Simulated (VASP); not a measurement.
# GaCo (Pm-3m) in VASP: a series of runs

GaCo is run at these levels: LDA; tasks: single point.

Program: VASP 6.6.1. These are calculated values, not measurements. Logs are shortened: lines on timing, memory, paths and dates and some standing lists are left out, and cuts for length are marked.

## 1. The cell of the first run

It takes space group Pm-3m (No. 221, cubic). Conventional cell: a = 2.878 Å, b = 2.878 Å, c = 2.878 Å, α = 90.00°, β = 90.00°, γ = 90.00°. Ga (site symmetry m-3m) has 8 Co at 2.49 Å and 6 Ga at 2.88 Å within 3.3 Å. Within 3.3 Å of Co (site symmetry m-3m) lie 8 Ga at 2.49 Å and 6 Co at 2.88 Å.

## 2. Single point, LDA

Contents of POSCAR:

```
GaCo
1.0
    2.8780000000      0.0000000000      0.0000000000
    0.0000000000      2.8780000000      0.0000000000
    0.0000000000      0.0000000000      2.8780000000
Ga Co
1 1
Direct
    0.5000000000      0.5000000000      0.5000000000
    0.0000000000      0.0000000000      0.0000000000
```

Contents of INCAR.step1:

```
SYSTEM = GaCo
ALGO = Normal
EDIFF = 1E-6
ENCUT = 520
GGA = CA
ISIF = 2
ISMEAR = -1
LASPH = .True.
LCHARG = .True.
LMAXMIX = 4
LREAL = .False.
LWAVE = .False.
NBANDS = 18
NELM = 60
PREC = Accurate
SIGMA = 0.08
```

Contents of KPOINTS.step1:

```
k-points
0
Gamma
  11 11 11
  0 0 0
```

Contents of INCAR.step2:

```
SYSTEM = GaCo
ALGO = Normal
EDIFF = 1E-6
ENCUT = 520
GGA = CA
ICHARG = 11
ISIF = 2
ISMEAR = -5
LASPH = .True.
LCHARG = .False.
LMAXMIX = 4
LORBIT = 11
LREAL = .False.
LWAVE = .False.
NBANDS = 18
NEDOS = 2001
NELM = 60
PREC = Accurate
SIGMA = 0.08
```

Contents of KPOINTS.step2:

```
k-points
0
Gamma
  17 17 17
  0 0 0
```

Potentials or basis: VASP PAW LDA potentials, release 64 (Ga_d, Co).

The run is started by

```bash
$ cat potpaw_LDA.64/Ga_d/POTCAR potpaw_LDA.64/Co/POTCAR > POTCAR
$ cp INCAR.step1 INCAR
$ cp KPOINTS.step1 KPOINTS
$ mpirun -np 1 vasp_std > vasp.out
$ cp INCAR.step2 INCAR
$ cp KPOINTS.step2 KPOINTS
$ mpirun -np 1 vasp_std > vasp.out
```

OUTCAR:

```text
SYSTEM = GaCo
   EDIFF = 1E-6
   ENCUT = 520
   GGA = CA
   ICHARG = 11
   ISIF = 2
   ISMEAR = -5
   LASPH = .True.
   LORBIT = 11
   LREAL = .False.
   NELM = 60
   PREC = Accurate

 ion  position               nearest neighbor table
   1  0.500  0.500  0.500-   2 2.49   2 2.49   2 2.49   2 2.49   2 2.49   2 2.49   2 2.49   2 2.49

   2  0.000  0.000  0.000-   1 2.49   1 2.49   1 2.49   1 2.49   1 2.49   1 2.49   1 2.49   1 2.49

  LATTYP: Found a simple cubic cell.
 ALAT       =     2.8780000000

  Lattice vectors:

 A1 = (   2.8780000000,   0.0000000000,   0.0000000000)
 A2 = (   0.0000000000,   2.8780000000,   0.0000000000)
 A3 = (   0.0000000000,   0.0000000000,   2.8780000000)

Analysis of symmetry for initial positions (statically):
=====================================================================
 Subroutine PRICEL returns:
 Original cell was already a primitive cell.

 Routine SETGRP: Setting up the symmetry group for a
 simple cubic supercell.

 Subroutine GETGRP returns: Found 48 space group operations
 (whereof 48 operations were pure point group operations)
 out of a pool of 48 trial point group operations.

The static configuration has the point symmetry O_h .

Analysis of symmetry for dynamics (positions and initial velocities):
=====================================================================
 Subroutine PRICEL returns:
 Original cell was already a primitive cell.

 Routine SETGRP: Setting up the symmetry group for a
 simple cubic supercell.

 Subroutine GETGRP returns: Found 48 space group operations
 (whereof 48 operations were pure point group operations)
 out of a pool of 48 trial point group operations.

The dynamic configuration has the point symmetry O_h .

 Subroutine INISYM returns: Found 48 space group operations
 (whereof 48 operations are pure point group operations),
 and found     1 'primitive' translations

----------------------------------------------------------------------------------------

                                     Primitive cell

  volume of cell :      23.8381

  direct lattice vectors                    reciprocal lattice vectors
     2.878000000  0.000000000  0.000000000     0.347463516  0.000000000  0.000000000
     0.000000000  2.878000000  0.000000000     0.000000000  0.347463516  0.000000000
     0.000000000  0.000000000  2.878000000     0.000000000  0.000000000  0.347463516

  length of vectors
     2.878000000  2.878000000  2.878000000     0.347463516  0.347463516  0.347463516

  position of ions in fractional coordinates (direct lattice)
     0.500000000  0.500000000  0.500000000
     0.000000000  0.000000000  0.000000000

  ion indices of the primitive-cell ions
   primitive index   ion index
                 1           1
                 2           2

----------------------------------------------------------------------------------------

 KPOINTS: k-points

Automatic generation of k-mesh.
 Grid dimensions read from file:
 generate k-points for:   17   17   17

 Generating k-lattice:

  Cartesian coordinates                     Fractional coordinates (reciprocal lattice)
     0.020439030  0.000000000  0.000000000     0.058823529  0.000000000  0.000000000
     0.000000000  0.020439030  0.000000000     0.000000000  0.058823529  0.000000000
     0.000000000  0.000000000  0.020439030     0.000000000  0.000000000  0.058823529

  Length of vectors
     0.020439030  0.020439030  0.020439030

  Shift w.r.t. Gamma in fractional coordinates (k-lattice)
     0.000000000  0.000000000  0.000000000

 TETIRR: Found   2433 inequivalent tetrahedra from    29478

 Subroutine IBZKPT returns following result:
 ===========================================

 Found    165 irreducible k-points:

 Following reciprocal coordinates:
            Coordinates               Weight
  0.000000  0.000000  0.000000      1.000000
  0.058824  0.000000  0.000000      6.000000
  0.117647  0.000000  0.000000      6.000000
  0.176471  0.000000  0.000000      6.000000
  0.235294  0.000000  0.000000      6.000000
  0.294118  0.000000  0.000000      6.000000
[... 16 lines left out ...]
  0.411765  0.117647  0.000000     24.000000
  0.470588  0.117647  0.000000     24.000000
 [... further k-points ...]
   k-points           NKPTS =    165   k-points in BZ     NKDIM =    165   number of bands    NBANDS=     18
   number of dos      NEDOS =   2001   number of ions     NIONS =      2
   total plane-waves  NPLWV =  13824
   dimension x,y,z NGX =    24 NGY =   24 NGZ =   24
   dimension x,y,z NGXF=    48 NGYF=   48 NGZF=   48
   ions per type =               1   1
   NGX,Y,Z   is equivalent  to a cutoff of  13.86, 13.86, 13.86 a.u.
   NGXF,Y,Z  is equivalent  to a cutoff of  27.73, 27.73, 27.73 a.u.
 SYSTEM =  GaCo
   PREC   = accura    normal or accurate (medium, high low for compatibility)
   ISTART =      0    job   : 0-new  1-cont  2-samecut
   ICHARG =     11    charge: 1-file 2-atom 10-const
   ISPIN  =      1    spin polarized calculation?
   LNONCOLLINEAR =      F non collinear calculations
   LSORBIT =      F    spin-orbit coupling
   LASPH  =      T    aspherical Exc in radial PAW
   ENCUT  =  520.0 eV  38.22 Ry    6.18 a.u.   5.35  5.35  5.35*2*pi/ulx,y,z
   NELM   =     60;   NELMIN=  2; NELMDL=  0     # of ELM steps
   EDIFF  = 0.1E-05   stopping-criterion for ELM
   LREAL  =      F    real-space projection
   EDIFFG = 0.1E-04   stopping-criterion for IOM
   NSW    =      0    number of steps for IOM
   IBRION =     -1    ionic relax: 0-MD 1-quasi-New 2-CG
   NFREE  =      0    steps in history (QN), initial steepest desc. (CG)
   ISIF   =      2    stress and relaxation
   ISYM   =      2    0-nonsym 1-usesym 2-fastsym
   POTIM  = 0.5000    time-step for ionic-motion
   TEBEG  =    0.0;   TEEND  =   0.0 temperature during run
   PSTRESS=    0.0 pullay stress
   NELECT =      22.0000    total number of electrons
   NUPDOWN=      -1.0000    fix difference up-down
   EMIN   =  10.00;   EMAX   =-10.00  energy-range for DOS
   EFERMI =   0.00;   METHOD = LEGACY
   ISMEAR =    -5;   SIGMA  =   0.08  broadening in eV -4-tet -1-fermi 0-gaus
   EFERMI_NEDOS =   21; number of points for ismear=-14 and -15
   IALGO  =     38    algorithm
   IMIX   =      4    mixing-type and parameters
     AMIX     =   0.40;   BMIX     =  1.00
     AMIX_MAG =   1.60;   BMIX_MAG =  1.00
  volume/ion in A,a.u.               =      11.92        80.43
  Fermi-wavevector in a.u.,A,eV,Ry     =   1.593890  3.012015 34.565389  2.540484
  Thomas-Fermi vector in A             =   2.692049
   LORBIT       =     11    0 simple, 1 ext, 2 COOP (PROOUT), +10 PAW based schemes
   GGA     = CA    functional components
   LHFCALC =     F    Hartree Fock is set to
   AEXX    =    0.0000 exact exchange contribution
   IVDW    =     0    specifies the selected vdW correction
   LEPSILON=     F    determine dielectric tensor
   LRPA    =     F    only Hartree local field effects (RPA)
 non-spin polarized calculation
 Fermi weights with tetrahedron method with Bloechl corrections
  energy-cutoff  :      520.00
  volume of cell :       23.84
 maximum number of plane-waves:       657
 NGX is ok and might be reduce to    24

 number of electron      22.0000018 magnetization

 Free energy of the ion-electron system (eV)
  ---------------------------------------------------
  ext. energy  EPLUGINS =         0.00000000
  ---------------------------------------------------
  free energy    TOTEN  =       -12.46227987 eV

  energy without entropy =      -12.46227987  energy(sigma->0) =      -12.46227987

 E-fermi :   9.5490     XC(G=0): -13.5395

 val. band max:        9.5224021013   @ k =   0.4706   0.4118   0.2353
 cond. band min:       9.5438104453   @ k =   0.4706   0.2941   0.0588
 fundamental gap:      0.0214083441
 Fermi energy:         9.5489779447

 k-point     1 :       0.0000    0.0000    0.0000
  band No.  band energies     occupation
      1      -5.7252      2.00000
      2      -5.7252      2.00000
      3      -5.3823      2.00000
      4      -5.3823      2.00000
      5      -5.3823      2.00000
      6      -2.5462      2.00000
[... 10 lines left out ...]
     17      21.8746      0.00000
     18      32.4640      0.00000

 k-point     2 :       0.0588    0.0000    0.0000
  band No.  band energies     occupation
      1      -5.7234      2.00000
      2      -5.7159      2.00000
      3      -5.3856      2.00000
      4      -5.3856      2.00000
      5      -5.3815      2.00000
      6      -2.4809      2.00000
[... 10 lines left out ...]
     17      22.2256      0.00000
     18      31.9107      0.00000

 k-point     3 :       0.1176    0.0000    0.0000
  band No.  band energies     occupation
      1      -5.7181      2.00000
      2      -5.6896      2.00000
      3      -5.3952      2.00000
      4      -5.3952      2.00000
      5      -5.3793      2.00000
      6      -2.2848      2.00000
[... 10 lines left out ...]
     17      23.5714      0.00000
     18      30.7688      0.00000

 k-point     4 :       0.1765    0.0000    0.0000
  band No.  band energies     occupation
      1      -5.7102      2.00000
      2      -5.6507      2.00000
      3      -5.4097      2.00000
      4      -5.4097      2.00000
      5      -5.3760      2.00000
      6      -1.9579      2.00000
[... 375 lines left out ...]
      4      -5.4623      2.00000
      5      -5.3809      2.00000
      6       0.0148      2.00000
[... 10 lines left out ...]
     17      24.5960      0.00000
     18      24.9336      0.00000

 k-point    23 :       0.4118    0.1176    0.0000
  band No.  band energies     occupation
      1      -5.6525      2.00000
      2      -5.5044      2.00000
      3      -5.4748      2.00000
      4      -5.4659      2.00000
      5      -5.3788      2.00000
      6       0.7910      2.00000
[... 10 lines left out ...]
     17      23.6442      0.00000
     18      24.9901      0.00000

 k-point    24 :       0.4706    0.1176    0.0000
  band No.  band energies     occupation
      1      -5.6490      2.00000
      2      -5.5120      2.00000
      3      -5.4815      2.00000
      4      -5.4497      2.00000
      5      -5.3778      2.00000
      6       1.5400      2.00000
[... 10 lines left out ...]
     17      22.6865      0.00000
     18      25.2166      0.00000

 [... further k-points ...]

------------------------ aborting loop because EDIFF is reached ----------------------------------------

  FORCE on cell =-STRESS in cart. coord.  units (eV):
  Direction    XX          YY          ZZ          XY          YZ          ZX
  --------------------------------------------------------------------------------------
  -------------------------------------------------------------------------------------
  Total       -1.9972322     -1.9972322     -1.9972322     -0.0000000      0.0000000      0.0000000
  in kB     -134.2353127   -134.2353127   -134.2353127     -0.0000000      0.0000000      0.0000000
  external PRESSURE =    -134.2353127 kB  Pullay stress =       0.0000000 kB

 VOLUME and BASIS-vectors are now :
 -----------------------------------------------------------------------------
  energy-cutoff  :      520.00
  volume of cell :       23.84
      direct lattice vectors                 reciprocal lattice vectors
     2.878000000  0.000000000  0.000000000     0.347463516  0.000000000  0.000000000
     0.000000000  2.878000000  0.000000000     0.000000000  0.347463516  0.000000000
     0.000000000  0.000000000  2.878000000     0.000000000  0.000000000  0.347463516

 POSITION                                       TOTAL-FORCE (eV/Angst)
 -----------------------------------------------------------------------------------
      1.43900      1.43900      1.43900         0.000000      0.000000      0.000000
      0.00000      0.00000      0.00000         0.000000      0.000000      0.000000
 -----------------------------------------------------------------------------------
    total drift:                                0.000000      0.000000     -0.000000

  FREE ENERGIE OF THE ION-ELECTRON SYSTEM (eV)
  ---------------------------------------------------
  free  energy   TOTEN  =       -12.4622798743 eV

  energy  without entropy=      -12.4622798743  energy(sigma->0) =      -12.46227987

 total charge

# of ion       s       p       d       tot
------------------------------------------
    1        0.858   0.890  10.051  11.800
    2        0.387   0.449   7.528   8.365
--------------------------------------------------
tot          1.246   1.340  17.579  20.165
```

Wall time 64 s (1 thread of Intel Xeon 8259CL, shared host); peak memory 0.19 GiB.

Results:

| Item | Value |
| --- | --- |
| Valence electrons inside the program's atomic spheres | Ga 11.80; Co 8.37 |

Levels at points of the mesh, in eV from the Fermi level:
```
           k point  band 8  band 9  band 10  band 11  band 12  band 13  band 14  band 15
(0.00, 0.00, 0.00)   -2.60   -0.75    -0.75    -0.75     5.13     5.13     5.13    11.15
```

Caveat: the run has no spin polarisation, though such a crystal can be magnetic.

## 3. Single point, LDA, collinear spin, ferromagnetic start

POSCAR is that of step 2.

Contents of INCAR.step1:

```
SYSTEM = GaCo
PREC = Accurate
ENCUT = 520
EDIFF = 1E-7
ISMEAR = -1
SIGMA = 0.08
LREAL = .False.
LASPH = .True.
NELM = 150
ALGO = Normal
ISIF = 2
LWAVE = .False.
LCHARG = .True.
ISPIN = 2
MAGMOM = 0 2
LMAXMIX = 4
NBANDS = 22
```

Contents of KPOINTS.step1:

```
Automatic mesh
0
Gamma
  11 11 11
  0 0 0
```

Contents of INCAR.step2:

```
SYSTEM = GaCo
PREC = Accurate
ENCUT = 520
EDIFF = 1E-7
ISMEAR = -5
SIGMA = 0.08
LREAL = .False.
LASPH = .True.
NELM = 150
ALGO = Normal
ISIF = 2
LWAVE = .False.
LCHARG = .False.
ISPIN = 2
MAGMOM = 0 2
LORBIT = 10
LMAXMIX = 4
NEDOS = 2001
ICHARG = 11
```

Contents of KPOINTS.step2:

```
Automatic mesh
0
Gamma
  17 17 17
  0 0 0
```

Potentials or basis: VASP PAW LDA potentials, release 64 (Ga_d, Co).

The run is started by

```bash
$ cat potpaw_LDA.64/Ga_d/POTCAR potpaw_LDA.64/Co/POTCAR > POTCAR
$ cp INCAR.step1 INCAR
$ cp KPOINTS.step1 KPOINTS
$ mpirun -np 1 vasp_std > vasp.out
$ cp INCAR.step2 INCAR
$ cp KPOINTS.step2 KPOINTS
$ mpirun -np 1 vasp_std > vasp.out
```

OUTCAR:

```text
SYSTEM = GaCo
   PREC = Accurate
   ENCUT = 520
   EDIFF = 1E-7
   ISMEAR = -5
   LREAL = .False.
   LASPH = .True.
   NELM = 150
   ISIF = 2
   ISPIN = 2
   LORBIT = 10
   ICHARG = 11

 ion  position               nearest neighbor table
   1  0.500  0.500  0.500-   2 2.49   2 2.49   2 2.49   2 2.49   2 2.49   2 2.49   2 2.49   2 2.49

   2  0.000  0.000  0.000-   1 2.49   1 2.49   1 2.49   1 2.49   1 2.49   1 2.49   1 2.49   1 2.49

  LATTYP: Found a simple cubic cell.
 ALAT       =     2.8780000000

  Lattice vectors:

 A1 = (   2.8780000000,   0.0000000000,   0.0000000000)
 A2 = (   0.0000000000,   2.8780000000,   0.0000000000)
 A3 = (   0.0000000000,   0.0000000000,   2.8780000000)

Analysis of symmetry for initial positions (statically):
=====================================================================
 Subroutine PRICEL returns:
 Original cell was already a primitive cell.

 Routine SETGRP: Setting up the symmetry group for a
 simple cubic supercell.

 Subroutine GETGRP returns: Found 48 space group operations
 (whereof 48 operations were pure point group operations)
 out of a pool of 48 trial point group operations.

[... 1102 lines left out ...]

 [... further k-points ...]

------------------------ aborting loop because EDIFF is reached ----------------------------------------

  FORCE on cell =-STRESS in cart. coord.  units (eV):
  Direction    XX          YY          ZZ          XY          YZ          ZX
  --------------------------------------------------------------------------------------
  -------------------------------------------------------------------------------------
  Total       -2.0015779     -2.0015779     -2.0015779     -0.0000000      0.0000000     -0.0000000
  in kB     -134.5273897   -134.5273897   -134.5273897     -0.0000000      0.0000000     -0.0000000
  external PRESSURE =    -134.5273897 kB  Pullay stress =       0.0000000 kB

 VOLUME and BASIS-vectors are now :
 -----------------------------------------------------------------------------
  energy-cutoff  :      520.00
  volume of cell :       23.84
      direct lattice vectors                 reciprocal lattice vectors
     2.878000000  0.000000000  0.000000000     0.347463516  0.000000000  0.000000000
     0.000000000  2.878000000  0.000000000     0.000000000  0.347463516  0.000000000
     0.000000000  0.000000000  2.878000000     0.000000000  0.000000000  0.347463516

 POSITION                                       TOTAL-FORCE (eV/Angst)
 -----------------------------------------------------------------------------------
      1.43900      1.43900      1.43900         0.000000      0.000000      0.000000
      0.00000      0.00000      0.00000         0.000000      0.000000      0.000000
 -----------------------------------------------------------------------------------
    total drift:                                0.000000      0.000000     -0.000000

  FREE ENERGIE OF THE ION-ELECTRON SYSTEM (eV)
  ---------------------------------------------------
  free  energy   TOTEN  =       -12.4622798339 eV

  energy  without entropy=      -12.4622798339  energy(sigma->0) =      -12.46227983

 total charge

# of ion       s       p       d       tot
------------------------------------------
    1        0.858   0.890  10.051  11.800
    2        0.387   0.449   7.528   8.365
--------------------------------------------------
tot          1.246   1.340  17.579  20.165

 magnetization (x)

# of ion       s       p       d       tot
------------------------------------------
    1       -0.000  -0.000  -0.000  -0.000
    2        0.000  -0.000   0.000   0.000
--------------------------------------------------
tot         -0.000  -0.000   0.000   0.000
```

OUTCAR.step1:

```text
SYSTEM = GaCo
   PREC = Accurate
   ENCUT = 520
   EDIFF = 1E-7
   ISMEAR = -1
   LREAL = .False.
[... 1443 lines left out ...]
      1.43900      1.43900      1.43900         0.000000      0.000000      0.000000
      0.00000      0.00000      0.00000         0.000000      0.000000      0.000000
 -----------------------------------------------------------------------------------
    total drift:                                0.000000      0.000000     -0.000000

  FREE ENERGIE OF THE ION-ELECTRON SYSTEM (eV)
  ---------------------------------------------------
  free  energy   TOTEN  =       -12.4761471690 eV

  energy  without entropy=      -12.4491694222  energy(sigma->0) =      -12.46265830
```

It took 2.5 min on 1 thread of Intel Xeon 8259CL, shared host; peak memory 0.22 GiB.

Results:

- Net moment: 0.00 μB per cell
- Valence electrons inside the program's atomic spheres: Ga 11.80; Co 8.37

Caveat: the moments typed at the start vanished in this run.
